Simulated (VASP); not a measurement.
# Be3OsC2 (Cmmm) in VASP: single point with PBE

Aim: the single point of Be3OsC2 with PBE.

All numbers are computed with VASP 6.6.1; they aren't measurements. Logs are shortened: lines on timing, memory, paths and dates and some standing lists are left out, and cuts for length are marked.

## 1. The cell of the first run

It takes space group Cmmm (No. 65, orthorhombic). Conventional cell: a = 4.336 Å, b = 7.571 Å, c = 2.966 Å, α = 90.00°, β = 90.00°, γ = 90.00°. Be (site symmetry m2m) has 4 C at 1.88 Å and 4 Be at 2.10 to 2.32 Å and 1 Os at 2.30 Å within 2.5 Å. Within 2.8 Å of Be (site symmetry mmm) lie 4 Be at 2.10 Å and 4 C at 2.18 Å and 4 Os at 2.63 Å. Os (site symmetry mmm) has 10 Be at 2.30 to 2.63 Å and 8 C at 2.64 Å and 2 Os at 2.97 Å within 3.0 Å. C (site symmetry 2/m) has 6 Be at 1.88 to 2.18 Å and 2 C at 2.17 Å within 2.5 Å.

The cell was generated, and may not be a known phase.

## 2. Single point, PBE

The input, INCAR:

```
SYSTEM = Be3OsC2
ALGO     = Normal         ! electronic algorithm
EDIFF    = 1E-6           ! SCF threshold, eV
ENCUT    = 700            ! plane-wave cutoff, eV
GGA      = PE             ! functional
GGA_COMPAT= .False.      
ISIF     = 2              ! what is computed and relaxed
ISMEAR   = 0              ! smearing method
LASPH    = .True.         ! aspherical terms in the spheres
LCHARG   = .False.        ! write CHGCAR
LREAL    = .False.        ! projectors in reciprocal space
LWAVE    = .False.        ! write WAVECAR
NBANDS   = 24             ! bands
NELM     = 120            ! most SCF steps
PREC     = Accurate       ! precision mode
SIGMA    = 0.1            ! smearing width, eV
```

The input, KPOINTS:

```
k-points
0
Gamma
  4 4 6
  0 0 0
```

The input, POSCAR:

```
Be3OsC2
1.0
    2.1677748303     -3.7853776499      0.0000000000
    2.1677748303      3.7853776499      0.0000000000
    0.0000000000      0.0000000000      2.9661825368
Be Os C
3 1 2
Direct
    0.1960627724      0.8039372276      0.0000000000
    0.8039372276      0.1960627724      0.0000000000
    0.0000000000      0.0000000000      0.5000000000
    0.5000000000      0.5000000000      0.0000000000
    0.0000000000      0.5000000000      0.5000000000
    0.5000000000      0.0000000000      0.5000000000
```

Potentials or basis: VASP PAW PBE potentials, release 64 (Be, Os_sv_GW, C).

Launch:

```
$ cat potpaw_PBE.64/Be/POTCAR potpaw_PBE.64/Os_sv_GW/POTCAR potpaw_PBE.64/C/POTCAR > POTCAR
$ mpirun -np 1 vasp_std > vasp.out
```

OUTCAR:

```text
SYSTEM = Be3OsC2
   EDIFF = 1E-6
   ENCUT = 700
   GGA = PE
   ISIF = 2
   ISMEAR = 0
   LASPH = .True.
   LREAL = .False.
   NELM = 120
   PREC = Accurate

 ion  position               nearest neighbor table
   1  0.196  0.804  0.000-   5 1.88   6 1.88   5 1.88   6 1.88   3 2.10   3 2.10   4 2.30   2 2.32
                             2 2.32   4 2.63   4 2.63
   2  0.804  0.196  0.000-   5 1.88   6 1.88   5 1.88   6 1.88   3 2.10   3 2.10   4 2.30   1 2.32
                             1 2.32   4 2.63   4 2.63
   3  0.000  0.000  0.500-   1 2.10   2 2.10   1 2.10   2 2.10   5 2.18   6 2.18   5 2.18   6 2.18
                             4 2.63   4 2.63   4 2.63   4 2.63
   4  0.500  0.500  0.000-   1 2.30   2 2.30   3 2.63   3 2.63   3 2.63   3 2.63   1 2.63   2 2.63
                             1 2.63   2 2.63   6 2.64   6 2.64   6 2.64   5 2.64   5 2.64   5 2.64
   5  0.000  0.500  0.500-   1 1.88   2 1.88   1 1.88   2 1.88   3 2.18   3 2.18   4 2.64   4 2.64
                             4 2.64   4 2.64
   6  0.500  0.000  0.500-   1 1.88   2 1.88   1 1.88   2 1.88   3 2.18   3 2.18   4 2.64   4 2.64
                             4 2.64   4 2.64

  LATTYP: Found a base centered orthorhombic cell.
 ALAT       =     4.3355496606
 B/A-ratio  =     1.7462042630
 C/A-ratio  =     0.6841537450

  Lattice vectors:

 A1 = (   2.1677748303,  -3.7853776499,   0.0000000000)
 A2 = (   2.1677748303,   3.7853776499,   0.0000000000)
 A3 = (   0.0000000000,   0.0000000000,   2.9661825368)

Analysis of symmetry for initial positions (statically):
=====================================================================
 Subroutine PRICEL returns:
 Original cell was already a primitive cell.

 Routine SETGRP: Setting up the symmetry group for a
 base centered orthorhombic supercell.

 Subroutine GETGRP returns: Found  8 space group operations
 (whereof  8 operations were pure point group operations)
 out of a pool of  8 trial point group operations.

The static configuration has the point symmetry D_2h.

Analysis of symmetry for dynamics (positions and initial velocities):
=====================================================================
 Subroutine PRICEL returns:
 Original cell was already a primitive cell.

 Routine SETGRP: Setting up the symmetry group for a
 base centered orthorhombic supercell.

 Subroutine GETGRP returns: Found  8 space group operations
 (whereof  8 operations were pure point group operations)
 out of a pool of  8 trial point group operations.

The dynamic configuration has the point symmetry D_2h.

 Subroutine INISYM returns: Found  8 space group operations
 (whereof  8 operations are pure point group operations),
 and found     1 'primitive' translations

----------------------------------------------------------------------------------------

                                     Primitive cell

  volume of cell :      48.6801

  direct lattice vectors                    reciprocal lattice vectors
     2.167774830 -3.785377650  0.000000000     0.230651262 -0.132087217  0.000000000
     2.167774830  3.785377650  0.000000000     0.230651262  0.132087217  0.000000000
     0.000000000  0.000000000  2.966182537     0.000000000  0.000000000  0.337133668

  length of vectors
     4.362147598  4.362147598  2.966182537     0.265795104  0.265795104  0.337133668

  position of ions in fractional coordinates (direct lattice)
     0.196062772  0.803937228  0.000000000
     0.803937228  0.196062772  0.000000000
     0.000000000  0.000000000  0.500000000
     0.500000000  0.500000000  0.000000000
     0.000000000  0.500000000  0.500000000
     0.500000000  0.000000000  0.500000000

  ion indices of the primitive-cell ions
   primitive index   ion index
                 1           1
                 2           2
                 3           3
                 4           4
                 5           5
                 6           6

----------------------------------------------------------------------------------------

 KPOINTS: k-points

Automatic generation of k-mesh.
 Grid dimensions read from file:
 generate k-points for:    4    4    6

 Generating k-lattice:

  Cartesian coordinates                     Fractional coordinates (reciprocal lattice)
     0.057662815 -0.033021804  0.000000000     0.250000000  0.000000000  0.000000000
     0.057662815  0.033021804  0.000000000     0.000000000  0.250000000  0.000000000
     0.000000000  0.000000000  0.056188945     0.000000000  0.000000000  0.166666667

  Length of vectors
     0.066448776  0.066448776  0.056188945

  Shift w.r.t. Gamma in fractional coordinates (k-lattice)
     0.000000000  0.000000000  0.000000000

 Subroutine IBZKPT returns following result:
 ===========================================

 Found     28 irreducible k-points:

 Following reciprocal coordinates:
            Coordinates               Weight
  0.000000  0.000000  0.000000      1.000000
  0.250000  0.000000  0.000000      4.000000
  0.500000  0.000000  0.000000      2.000000
  0.250000  0.250000  0.000000      2.000000
  0.500000  0.250000  0.000000      4.000000
 -0.250000  0.250000  0.000000      2.000000
[... 16 lines left out ...]
  0.250000  0.000000  0.500000      4.000000
  0.500000  0.000000  0.500000      2.000000
 [... further k-points ...]
   k-points           NKPTS =     28   k-points in BZ     NKDIM =     28   number of bands    NBANDS=     24
   number of dos      NEDOS =    301   number of ions     NIONS =      6
   total plane-waves  NPLWV =  44800
   dimension x,y,z NGX =    40 NGY =   40 NGZ =   28
   dimension x,y,z NGXF=    80 NGYF=   80 NGZF=   56
   ions per type =               3   1   2
   NGX,Y,Z   is equivalent  to a cutoff of  15.24, 15.24, 15.69 a.u.
   NGXF,Y,Z  is equivalent  to a cutoff of  30.49, 30.49, 31.39 a.u.
 SYSTEM =  Be3OsC2
   PREC   = accura    normal or accurate (medium, high low for compatibility)
   ISTART =      0    job   : 0-new  1-cont  2-samecut
   ICHARG =      2    charge: 1-file 2-atom 10-const
   ISPIN  =      1    spin polarized calculation?
   LNONCOLLINEAR =      F non collinear calculations
   LSORBIT =      F    spin-orbit coupling
   LASPH  =      T    aspherical Exc in radial PAW
   ENCUT  =  700.0 eV  51.45 Ry    7.17 a.u.   9.41  9.41  6.40*2*pi/ulx,y,z
   NELM   =    120;   NELMIN=  2; NELMDL= -5     # of ELM steps
   EDIFF  = 0.1E-05   stopping-criterion for ELM
   LREAL  =      F    real-space projection
   EDIFFG = 0.1E-04   stopping-criterion for IOM
   NSW    =      0    number of steps for IOM
   IBRION =     -1    ionic relax: 0-MD 1-quasi-New 2-CG
   NFREE  =      0    steps in history (QN), initial steepest desc. (CG)
   ISIF   =      2    stress and relaxation
   ISYM   =      2    0-nonsym 1-usesym 2-fastsym
   POTIM  = 0.5000    time-step for ionic-motion
   TEBEG  =    0.0;   TEEND  =   0.0 temperature during run
   PSTRESS=    0.0 pullay stress
   NELECT =      30.0000    total number of electrons
   NUPDOWN=      -1.0000    fix difference up-down
   EMIN   =  10.00;   EMAX   =-10.00  energy-range for DOS
   EFERMI =   0.00;   METHOD = LEGACY
   ISMEAR =     0;   SIGMA  =   0.10  broadening in eV -4-tet -1-fermi 0-gaus
   EFERMI_NEDOS =   21; number of points for ismear=-14 and -15
   IALGO  =     38    algorithm
   IMIX   =      4    mixing-type and parameters
     AMIX     =   0.40;   BMIX     =  1.00
     AMIX_MAG =   1.60;   BMIX_MAG =  1.00
  volume/ion in A,a.u.               =       8.11        54.75
  Fermi-wavevector in a.u.,A,eV,Ry     =   1.393151  2.632673 26.407132  1.940869
  Thomas-Fermi vector in A             =   2.516825
   LORBIT       =      0    0 simple, 1 ext, 2 COOP (PROOUT), +10 PAW based schemes
   GGA     = PE    functional components
   LHFCALC =     F    Hartree Fock is set to
   AEXX    =    0.0000 exact exchange contribution
   IVDW    =     0    specifies the selected vdW correction
   LEPSILON=     F    determine dielectric tensor
   LRPA    =     F    only Hartree local field effects (RPA)
 non-spin polarized calculation
 Gauss-broadening in eV      SIGMA  =   0.10
  energy-cutoff  :      700.00
  volume of cell :       48.68
 maximum number of plane-waves:      2072
 NGX is ok and might be reduce to    40
   NGX = 19   NGY = 19   NGZ = 13

 number of electron      30.0000000 magnetization

 Free energy of the ion-electron system (eV)
  ---------------------------------------------------
  ext. energy  EPLUGINS =         0.00000000
  ---------------------------------------------------
  free energy    TOTEN  =       -35.91979183 eV

  energy without entropy =      -35.91164168  energy(sigma->0) =      -35.91571676

 E-fermi :   9.9489     XC(G=0): -12.5189

 val. band max:        9.8978983468   @ k =   0.5000   0.5000   0.1667
 cond. band min:      10.0119720056   @ k =   0.5000   0.0000   0.1667
 fundamental gap:      0.1140736589
 Fermi energy:         9.9488580925

 k-point     1 :       0.0000    0.0000    0.0000
  band No.  band energies     occupation
      1     -76.2949      2.00000
      2     -35.8298      2.00000
      3     -35.6747      2.00000
      4     -35.5118      2.00000
      5      -5.9244      2.00000
      6      -0.7816      2.00000
[... 16 lines left out ...]
     23      16.9277      0.00000
     24      18.1025      0.00000

 k-point     2 :       0.2500    0.0000    0.0000
  band No.  band energies     occupation
      1     -76.2948      2.00000
      2     -35.8306      2.00000
      3     -35.6762      2.00000
      4     -35.5116      2.00000
      5      -5.4283      2.00000
      6      -2.1828      2.00000
[... 16 lines left out ...]
     23      17.8205      0.00000
     24      18.7165      0.00000
[... 565 lines left out ...]
     23      16.3664      0.00000
     24      19.5035      0.00000

 k-point    24 :       0.5000    0.0000    0.5000
  band No.  band energies     occupation
      1     -76.2857      2.00000
      2     -35.8086      2.00000
      3     -35.7339      2.00000
      4     -35.6551      2.00000
      5      -2.8813      2.00000
      6      -2.5213      2.00000
[... 16 lines left out ...]
     23      17.1115      0.00000
     24      19.0525      0.00000

 [... further k-points ...]

------------------------ aborting loop because EDIFF is reached ----------------------------------------

  FORCE on cell =-STRESS in cart. coord.  units (eV):
  Direction    XX          YY          ZZ          XY          YZ          ZX
  --------------------------------------------------------------------------------------
  -------------------------------------------------------------------------------------
  Total       -0.0526189     -0.0316526     -0.0209459     -0.0000000      0.0000000      0.0000000
  in kB       -1.7318145     -1.0417640     -0.6893787     -0.0000000      0.0000000      0.0000000
  external PRESSURE =      -1.1543191 kB  Pullay stress =       0.0000000 kB

 VOLUME and BASIS-vectors are now :
 -----------------------------------------------------------------------------
  energy-cutoff  :      700.00
  volume of cell :       48.68
      direct lattice vectors                 reciprocal lattice vectors
     2.167774830 -3.785377650  0.000000000     0.230651262 -0.132087217  0.000000000
     2.167774830  3.785377650  0.000000000     0.230651262  0.132087217  0.000000000
     0.000000000  0.000000000  2.966182537     0.000000000  0.000000000  0.337133668

 POSITION                                       TOTAL-FORCE (eV/Angst)
 -----------------------------------------------------------------------------------
      2.16777      2.30103      0.00000         0.000000      0.006252      0.000000
      2.16777     -2.30103      0.00000         0.000000     -0.006252     -0.000000
      0.00000      0.00000      1.48309         0.000000      0.000000     -0.000000
      2.16777      0.00000      0.00000        -0.000000     -0.000000     -0.000000
      1.08389      1.89269      1.48309         0.000000      0.000000     -0.000000
      1.08389     -1.89269      1.48309         0.000000      0.000000     -0.000000
 -----------------------------------------------------------------------------------
    total drift:                               -0.000000     -0.000000     -0.000000

  FREE ENERGIE OF THE ION-ELECTRON SYSTEM (eV)
  ---------------------------------------------------
  free  energy   TOTEN  =       -35.9197918337 eV

  energy  without entropy=      -35.9116416824  energy(sigma->0) =      -35.91571676
```

Wall time 49 s (1 thread of Intel Xeon Platinum 8488C (Sapphire Rapids), shared host); peak memory 0.23 GiB.

What came out:

```
Free energy            : -35.9198 eV
Pressure               : -0.1 GPa
Largest force          : 0.006 eV/Å
Band gap on the k mesh : zero (bands 15 and 16 overlap by 1.81 eV)
```

Forces on the atoms (eV/Å):
```
Be   0.000  0.006  0.000
Be   0.000 -0.006  0.000
Be   0.000  0.000  0.000
Os   0.000  0.000  0.000
C    0.000  0.000  0.000
C    0.000  0.000  0.000
```

Stress tensor (GPa, compression positive):
```
-0.17  0.00  0.00
 0.00 -0.10  0.00
 0.00  0.00 -0.07
```

Levels at points of the mesh, in eV from the Fermi level:
| k point | band 12 | band 13 | band 14 | band 15 | band 16 | band 17 | band 18 | band 19 |
| --- | --- | --- | --- | --- | --- | --- | --- | --- |
| (0.00, 0.00, 0.00) | -4.29 | -0.99 | -0.81 | -0.54 | -0.38 | 0.23 | 3.56 | 4.35 |
| (0.50, 0.00, 0.00) | -2.66 | -1.64 | -1.51 | -1.21 | 0.41 | 0.62 | 1.07 | 3.70 |
| (0.50, 0.50, 0.00) | -1.95 | -1.79 | 0.94 | 1.36 | 1.62 | 2.07 | 2.36 | 2.66 |
| (0.00, 0.00, 0.50) | -5.32 | 0.87 | 1.08 | 1.15 | 1.38 | 2.33 | 2.45 | 3.07 |
| (0.50, 0.00, 0.50) | -3.07 | -2.28 | -2.04 | -0.76 | -0.30 | 1.14 | 2.96 | 3.85 |
| (0.50, 0.50, 0.50) | -3.49 | -2.27 | -1.98 | -1.48 | -0.40 | 2.02 | 5.23 | 5.31 |

Caveat: the k points lie up to 0.42 Å⁻¹ apart, too coarse for converged energies and pressures of a metal; spin-orbit coupling is left out, which moves the levels of the heavy elements.

The gap in the log of VASP goes by the Fermi energy; the results here count the filled bands.